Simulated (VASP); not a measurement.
# CoO (R3m) in VASP: notebook

CoO is run at these levels: PBEsol; tasks: single point.

Everything below comes from runs of VASP 6.6.1. Logs are shortened: lines on timing, memory, paths and dates and some standing lists are left out, and cuts for length are marked.

## (1) The cell of the first run

The structure is trigonal, space group R3m (No. 160). Conventional cell: a = 3.267 Å, b = 3.267 Å, c = 7.850 Å, α = 90.00°, β = 90.00°, γ = 120.00°. Within 2.6 Å of Co (site symmetry 3m) lie 4 O at 1.95 to 2.00 Å. Within 2.6 Å of O (site symmetry 3m) lie 4 Co at 1.95 to 2.00 Å.

## (2) Single point, PBEsol, collinear spin, ferromagnetic start

Input file INCAR:

```
SYSTEM = CoO
PREC = Accurate
ENCUT = 520
EDIFF = 1E-7
ISMEAR = -1
SIGMA = 0.05
LREAL = .FALSE.
LASPH = .TRUE.
NELM = 150
ALGO = Normal
ISIF = 2
LWAVE = .FALSE.
LCHARG = .FALSE.
ISPIN = 2
MAGMOM = 2 0
LORBIT = 11
LMAXMIX = 4
GGA = PS
NBANDS = 18
```

Input file KPOINTS:

```
Automatic mesh
0
G
  10 10 10
  0 0 0
```

Input file POSCAR:

```
CoO
1.0
    1.6336438949      0.9431847425      2.6168066281
   -1.6336438949      0.9431847425      2.6168066281
    0.0000000000     -1.8863694850      2.6168066281
Co O
1 1
Direct
    0.9989783200      0.9989783200      0.9989783200
    0.7510210300      0.7510210300      0.7510210300
```

Potentials or basis: VASP PAW PBE potentials, release 64 (Co, O).

Run with:

```console
$ cat potpaw_PBE.64/Co/POTCAR potpaw_PBE.64/O/POTCAR > POTCAR
$ mpirun -np 1 vasp_std > vasp.out
```

OUTCAR:

```text
SYSTEM = CoO
   PREC = Accurate
   ENCUT = 520
   EDIFF = 1E-7
   ISMEAR = -1
   LREAL = .FALSE.
   LASPH = .TRUE.
   NELM = 150
   ISIF = 2
   ISPIN = 2
   LORBIT = 11
   GGA = PS

 ion  position               nearest neighbor table
   1  0.999  0.999  0.999-   2 1.95   2 2.00   2 2.00   2 2.00
   2  0.751  0.751  0.751-   1 1.95   1 2.00   1 2.00   1 2.00

  LATTYP: Found a trigonal (rhomboedric) cell.
 ALAT       =     3.2258435738
 COS(alpha) =     0.4870699110

  Lattice vectors:

 A1 = (   1.6336438949,   0.9431847425,   2.6168066281)
 A2 = (  -1.6336438949,   0.9431847425,   2.6168066281)
 A3 = (   0.0000000000,  -1.8863694850,   2.6168066281)

Analysis of symmetry for initial positions (statically):
=====================================================================
 Subroutine PRICEL returns:
 Original cell was already a primitive cell.

 Routine SETGRP: Setting up the symmetry group for a
 trigonal (rhombohedral) supercell.

 Subroutine GETGRP returns: Found  6 space group operations
 (whereof  6 operations were pure point group operations)
 out of a pool of 12 trial point group operations.

The static configuration has the point symmetry C_3v.

Analysis of symmetry for dynamics (positions and initial velocities):
=====================================================================
 Subroutine PRICEL returns:
 Original cell was already a primitive cell.

 Routine SETGRP: Setting up the symmetry group for a
 trigonal (rhombohedral) supercell.

 Subroutine GETGRP returns: Found  6 space group operations
 (whereof  6 operations were pure point group operations)
 out of a pool of 12 trial point group operations.

The dynamic configuration has the point symmetry C_3v.

Analysis of structural, dynamic, and magnetic symmetry:
=====================================================================
 Subroutine PRICEL returns:
 Original cell was already a primitive cell.

 Routine SETGRP: Setting up the symmetry group for a
 trigonal (rhombohedral) supercell.

 Subroutine GETGRP returns: Found  6 space group operations
 (whereof  6 operations were pure point group operations)
 out of a pool of 12 trial point group operations.

The overall configuration has the point symmetry C_3v.

 Subroutine INISYM returns: Found  6 space group operations
 (whereof  6 operations are pure point group operations),
 and found     1 'primitive' translations

----------------------------------------------------------------------------------------

                                     Primitive cell

  volume of cell :      24.1923

  direct lattice vectors                    reciprocal lattice vectors
     1.633643895  0.943184742  2.616806628     0.306064254  0.176706279  0.127381722
    -1.633643895  0.943184742  2.616806628    -0.306064254  0.176706279  0.127381722
     0.000000000 -1.886369485  2.616806628     0.000000000 -0.353412559  0.127381722

  length of vectors
     3.225843574  3.225843574  3.225843574     0.375668124  0.375668124  0.375668124

  position of ions in fractional coordinates (direct lattice)
     0.998978320  0.998978320  0.998978320
     0.751021030  0.751021030  0.751021030

  ion indices of the primitive-cell ions
   primitive index   ion index
                 1           1
                 2           2

----------------------------------------------------------------------------------------

 KPOINTS: Automatic mesh

Automatic generation of k-mesh.
 Grid dimensions read from file:
 generate k-points for:   10   10   10

 Generating k-lattice:

  Cartesian coordinates                     Fractional coordinates (reciprocal lattice)
     0.030606425  0.017670628  0.012738172     0.100000000  0.000000000  0.000000000
    -0.030606425  0.017670628  0.012738172     0.000000000  0.100000000  0.000000000
     0.000000000 -0.035341256  0.012738172     0.000000000  0.000000000  0.100000000

  Length of vectors
     0.037566812  0.037566812  0.037566812

  Shift w.r.t. Gamma in fractional coordinates (k-lattice)
     0.000000000  0.000000000  0.000000000

 Subroutine IBZKPT returns following result:
 ===========================================

 Found    116 irreducible k-points:

 Following reciprocal coordinates:
            Coordinates               Weight
  0.000000  0.000000  0.000000      1.000000
  0.100000  0.000000 -0.000000      6.000000
  0.200000  0.000000 -0.000000      6.000000
  0.300000  0.000000 -0.000000      6.000000
  0.400000  0.000000 -0.000000      6.000000
  0.500000  0.000000 -0.000000      3.000000
[... 16 lines left out ...]
  0.300000  0.300000 -0.000000      6.000000
  0.400000  0.300000 -0.000000     12.000000
 [... further k-points ...]
   k-points           NKPTS =    116   k-points in BZ     NKDIM =    116   number of bands    NBANDS=     18
   number of dos      NEDOS =    301   number of ions     NIONS =      2
   total plane-waves  NPLWV =  13824
   dimension x,y,z NGX =    24 NGY =   24 NGZ =   24
   dimension x,y,z NGXF=    48 NGYF=   48 NGZF=   48
   ions per type =               1   1
   NGX,Y,Z   is equivalent  to a cutoff of  12.37, 12.37, 12.37 a.u.
   NGXF,Y,Z  is equivalent  to a cutoff of  24.74, 24.74, 24.74 a.u.
 SYSTEM =  CoO
   PREC   = accura    normal or accurate (medium, high low for compatibility)
   ISTART =      0    job   : 0-new  1-cont  2-samecut
   ICHARG =      2    charge: 1-file 2-atom 10-const
   ISPIN  =      2    spin polarized calculation?
   LNONCOLLINEAR =      F non collinear calculations
   LSORBIT =      F    spin-orbit coupling
   LASPH  =      T    aspherical Exc in radial PAW
   ENCUT  =  520.0 eV  38.22 Ry    6.18 a.u.   6.00  6.00  6.00*2*pi/ulx,y,z
   NELM   =    150;   NELMIN=  2; NELMDL= -5     # of ELM steps
   EDIFF  = 0.1E-06   stopping-criterion for ELM
   LREAL  =      F    real-space projection
   EDIFFG = 0.1E-05   stopping-criterion for IOM
   NSW    =      0    number of steps for IOM
   IBRION =     -1    ionic relax: 0-MD 1-quasi-New 2-CG
   NFREE  =      0    steps in history (QN), initial steepest desc. (CG)
   ISIF   =      2    stress and relaxation
   ISYM   =      2    0-nonsym 1-usesym 2-fastsym
   POTIM  = 0.5000    time-step for ionic-motion
   TEBEG  =    0.0;   TEEND  =   0.0 temperature during run
   PSTRESS=    0.0 pullay stress
   NELECT =      15.0000    total number of electrons
   NUPDOWN=      -1.0000    fix difference up-down
   EMIN   =  10.00;   EMAX   =-10.00  energy-range for DOS
   EFERMI =   0.00;   METHOD = LEGACY
   ISMEAR =    -1;   SIGMA  =   0.05  broadening in eV -4-tet -1-fermi 0-gaus
   EFERMI_NEDOS =   21; number of points for ismear=-14 and -15
   IALGO  =     38    algorithm
   IMIX   =      4    mixing-type and parameters
     AMIX     =   0.40;   BMIX     =  1.00
     AMIX_MAG =   1.60;   BMIX_MAG =  1.00
  volume/ion in A,a.u.               =      12.10        81.63
  Fermi-wavevector in a.u.,A,eV,Ry     =   1.395981  2.638022 26.514537  1.948764
  Thomas-Fermi vector in A             =   2.519380
   LORBIT       =     11    0 simple, 1 ext, 2 COOP (PROOUT), +10 PAW based schemes
   GGA     = PS    functional components
   LHFCALC =     F    Hartree Fock is set to
   AEXX    =    0.0000 exact exchange contribution
   IVDW    =     0    specifies the selected vdW correction
   LEPSILON=     F    determine dielectric tensor
   LRPA    =     F    only Hartree local field effects (RPA)
 spin polarized calculation
  energy-cutoff  :      520.00
  volume of cell :       24.19
 maximum number of plane-waves:       664
   NGX = 11   NGY = 11   NGZ = 11

 number of electron      14.9999997 magnetization       2.9225680

 Free energy of the ion-electron system (eV)
  ---------------------------------------------------
  ext. energy  EPLUGINS =         0.00000000
  ---------------------------------------------------
  free energy    TOTEN  =       -14.13184811 eV

  energy without entropy =      -14.11461427  energy(sigma->0) =      -14.12323119

 E-fermi :   5.2073     XC(G=0): -11.1759

 val. band max:        5.2051195332   @ k =  -0.4000  -0.4000   0.2000
 cond. band min:       5.2145088994   @ k =  -0.3000   0.5000   0.2000
 fundamental gap:      0.0093893662
 Fermi energy:         5.2073477252

 spin component 1

 k-point     1 :       0.0000    0.0000    0.0000
  band No.  band energies     occupation
      1     -14.3434      1.00000
      2      -0.7049      1.00000
      3      -0.6475      1.00000
      4      -0.6475      1.00000
      5       2.8764      1.00000
      6       2.8764      1.00000
[... 10 lines left out ...]
     17      25.1047      0.00000
     18      27.2136      0.00000

 k-point     2 :       0.1000    0.0000   -0.0000
  band No.  band energies     occupation
      1     -14.2917      1.00000
      2      -0.7936      1.00000
      3      -0.6582      1.00000
      4      -0.6140      1.00000
      5       2.8570      1.00000
      6       2.8592      1.00000
[... 10 lines left out ...]
     17      26.7890      0.00000
     18      28.2251      0.00000

 k-point     3 :       0.2000    0.0000   -0.0000
  band No.  band energies     occupation
      1     -14.1542      1.00000
      2      -1.0740      1.00000
      3      -0.5668      1.00000
      4      -0.5290      1.00000
      5       2.8250      1.00000
      6       2.8316      1.00000
[... 10 lines left out ...]
     17      29.1473      0.00000
     18      29.9087      0.00000

 k-point     4 :       0.3000    0.0000   -0.0000
  band No.  band energies     occupation
      1     -13.9805      1.00000
      2      -1.3075      1.00000
      3      -0.4567      1.00000
      4      -0.4312      1.00000
      5       2.8319      1.00000
      6       2.8406      1.00000
[... 375 lines left out ...]
      4      -0.3814      1.00000
      5       2.6752      1.00000
      6       2.9330      1.00000
[... 10 lines left out ...]
     17      28.3830      0.00000
     18      31.1349      0.00000

 k-point    23 :       0.3000    0.3000   -0.0000
  band No.  band energies     occupation
      1     -13.8597      1.00000
      2      -1.4850      1.00000
      3      -0.2276      1.00000
      4      -0.1742      1.00000
      5       2.3063      1.00000
      6       3.0580      1.00000
[... 10 lines left out ...]
     17      30.9446      0.00000
     18      31.1213      0.00000

 k-point    24 :       0.4000    0.3000   -0.0000
  band No.  band energies     occupation
      1     -13.7490      1.00000
      2      -1.4969      1.00000
      3      -0.1064      1.00000
      4      -0.0844      1.00000
      5       2.2585      1.00000
      6       3.0730      1.00000
[... 10 lines left out ...]
     17      30.9270      0.00000
     18      32.7795      0.00000

 [... further k-points ...]

 spin component 2

 k-point     1 :       0.0000    0.0000    0.0000
  band No.  band energies     occupation
      1     -13.7496      1.00000
      2       0.5603      1.00000
      3       0.6334      1.00000
      4       0.6334      1.00000
      5       4.8242      0.99953
      6       4.8242      0.99953
[... 10 lines left out ...]
     17      25.5525      0.00000
     18      27.6892      0.00000

 k-point     2 :       0.1000    0.0000   -0.0000
  band No.  band energies     occupation
      1     -13.6950      1.00000
      2       0.3874      1.00000
      3       0.5981      1.00000
      4       0.6559      1.00000
      5       4.8112      0.99964
      6       4.8120      0.99963
[... 10 lines left out ...]
     17      27.1897      0.00000
     18      28.7267      0.00000

 k-point     3 :       0.2000    0.0000   -0.0000
  band No.  band energies     occupation
      1     -13.5495      1.00000
      2      -0.0932      1.00000
      3       0.6592      1.00000
      4       0.7102      1.00000
      5       4.8028      0.99969
      6       4.8044      0.99968
[... 10 lines left out ...]
     17      29.6091      0.00000
     18      30.4335      0.00000

 k-point     4 :       0.3000    0.0000   -0.0000
  band No.  band energies     occupation
      1     -13.3649      1.00000
      2      -0.5331      1.00000
      3       0.7281      1.00000
      4       0.7668      1.00000
      5       4.8514      0.99919
      6       4.8532      0.99916
[... 375 lines left out ...]
      4       0.7940      1.00000
      5       4.7128      0.99995
      6       4.9836      0.98874
[... 10 lines left out ...]
     17      28.7928      0.00000
     18      31.5689      0.00000

 k-point    23 :       0.3000    0.3000   -0.0000
  band No.  band energies     occupation
      1     -13.2369      1.00000
      2      -0.6648      1.00000
      3       0.8427      1.00000
      4       0.8832      1.00000
      5       4.3851      1.00000
      6       5.0474      0.96078
[... 10 lines left out ...]
     17      31.4616      0.00000
     18      31.6240      0.00000

 k-point    24 :       0.4000    0.3000   -0.0000
  band No.  band energies     occupation
      1     -13.1185      1.00000
      2      -0.7525      1.00000
      3       0.8707      1.00000
      4       0.9099      1.00000
      5       4.4052      1.00000
      6       5.0935      0.90700
[... 10 lines left out ...]
     17      31.3852      0.00000
     18      33.2928      0.00000

 [... further k-points ...]
[... 5 lines left out ...]
  --------------------------------------------------------------------------------------
  -------------------------------------------------------------------------------------
  Total       -2.2953445     -2.2953445     -1.6954033      0.0000000     -0.0000000      0.0000000
  in kB     -152.0132400   -152.0132400   -112.2810763      0.0000000     -0.0000000      0.0000000
  external PRESSURE =    -138.7691854 kB  Pullay stress =       0.0000000 kB

 VOLUME and BASIS-vectors are now :
 -----------------------------------------------------------------------------
  energy-cutoff  :      520.00
  volume of cell :       24.19
      direct lattice vectors                 reciprocal lattice vectors
     1.633643895  0.943184742  2.616806628     0.306064254  0.176706279  0.127381722
    -1.633643895  0.943184742  2.616806628    -0.306064254  0.176706279  0.127381722
     0.000000000 -1.886369485  2.616806628     0.000000000 -0.353412559  0.127381722

 POSITION                                       TOTAL-FORCE (eV/Angst)
 -----------------------------------------------------------------------------------
      0.00000      0.00000      7.84240         0.000000     -0.000000      0.167247
      0.00000      0.00000      5.89583         0.000000      0.000000     -0.167247
 -----------------------------------------------------------------------------------
    total drift:                               -0.000000      0.000000     -0.000094

  FREE ENERGIE OF THE ION-ELECTRON SYSTEM (eV)
  ---------------------------------------------------
  free  energy   TOTEN  =       -14.1318481081 eV

  energy  without entropy=      -14.1146142658  energy(sigma->0) =      -14.12323119

 total charge

# of ion       s       p       d       tot
------------------------------------------
    1        0.330   0.409   7.156   7.896
    2        1.546   3.394   0.000   4.940
--------------------------------------------------
tot          1.876   3.804   7.156  12.836

 magnetization (x)

# of ion       s       p       d       tot
------------------------------------------
    1        0.019   0.046   2.435   2.500
    2        0.021   0.312   0.000   0.333
--------------------------------------------------
tot          0.040   0.359   2.435   2.833
```

It took 58 s on 1 thread of AMD EPYC 9R45 (Zen 5), shared host; peak memory 0.17 GiB.

Results:

```
Free energy                                           : -14.1318 eV
Pressure                                              : -13.9 GPa
Largest force                                         : 0.167 eV/Å
Net moment                                            : 2.92 μB per cell
Site moments                                          : Co +2.50; O +0.33 μB
Valence electrons inside the program's atomic spheres : Co 7.90; O 4.94
```

Forces in eV/Å, atoms in the order of the input:
```
Co   0.000  0.000  0.167
O    0.000  0.000 -0.167
```

Caveat: the PAW data sets were made with another functional, which shifts forces and pressure a little; a cell with one magnetic atom can't hold antiferromagnetic order, which such compounds often take; semilocal functionals often make such compounds metallic where correlation or magnetic order opens a gap, which also shifts bond lengths.

## (3) Single point, PBEsol

This run uses another cell than the first one, of 11.41 Å³/atom, 0.943 times its volume.

Input file INCAR:

```
SYSTEM = CoO
PREC = Accurate
ENCUT = 520
EDIFF = 1E-7
ISMEAR = -1
SIGMA = 0.05
LREAL = .FALSE.
LASPH = .TRUE.
NELM = 80
ALGO = Normal
ISIF = 2
LWAVE = .FALSE.
LCHARG = .FALSE.
GGA = PS
NBANDS = 14
```

Input file KPOINTS:

```
regular mesh
0
G
  10 10 10
  0 0 0
```

Input file POSCAR:

```
CoO
1.0
    1.6022198417      0.9250420569      2.5664708903
   -1.6022198417      0.9250420569      2.5664708903
    0.0000000000     -1.8500841138      2.5664708903
Co O
1 1
Direct
    0.9989783200      0.9989783200      0.9989783200
    0.7510210300      0.7510210300      0.7510210300
```

Potentials or basis: VASP PAW PBE potentials, release 64 (Co, O).

Run with:

```console
$ cat potpaw_PBE.64/Co/POTCAR potpaw_PBE.64/O/POTCAR > POTCAR
$ mpirun -np 1 vasp_std > vasp.out
```

Wall time 17 s (1 thread of Intel Xeon Platinum 8488C (Sapphire Rapids), shared host); peak memory 0.16 GiB.

It converged, with:

```yaml
Free_energy: -13.9215 eV
Pressure: -21.6 GPa
Largest_force: 0.179 eV/Å
```

Forces in eV/Å, atoms in the order of the input:
```
Co   0.000  0.000  0.179
O    0.000  0.000 -0.179
```

Stress tensor (GPa, compression positive):
```
-22.40   0.00   0.00
  0.00 -22.40   0.00
  0.00   0.00 -20.08
```

Levels at points of the mesh, in eV from the Fermi level:
```csv
k point,band 5,band 6,band 7,band 8,band 9,band 10
"(0.00, 0.00, 0.00)",-1.25,-1.25,0.11,1.19,1.19,1.29
"(0.50, 0.00, 0.00)",-1.12,-1.11,-1.09,0.40,0.44,5.67
"(0.50, 0.50, 0.00)",-1.98,-0.90,-0.75,-0.51,-0.43,5.48
"(0.50, 0.50, 0.50)",-1.25,-1.11,-1.11,0.30,0.30,5.63
```

Caveat: the PAW data sets were made with another functional, which shifts forces and pressure a little; an odd number of electrons without spin polarisation forces a metal; a magnetic or distorted state may lie lower; the run has no spin polarisation, though such a crystal can be magnetic; semilocal functionals often make such compounds metallic where correlation or magnetic order opens a gap, which also shifts bond lengths. Spin polarisation is off, so any magnetic state and its effect on volume and gap are missing.
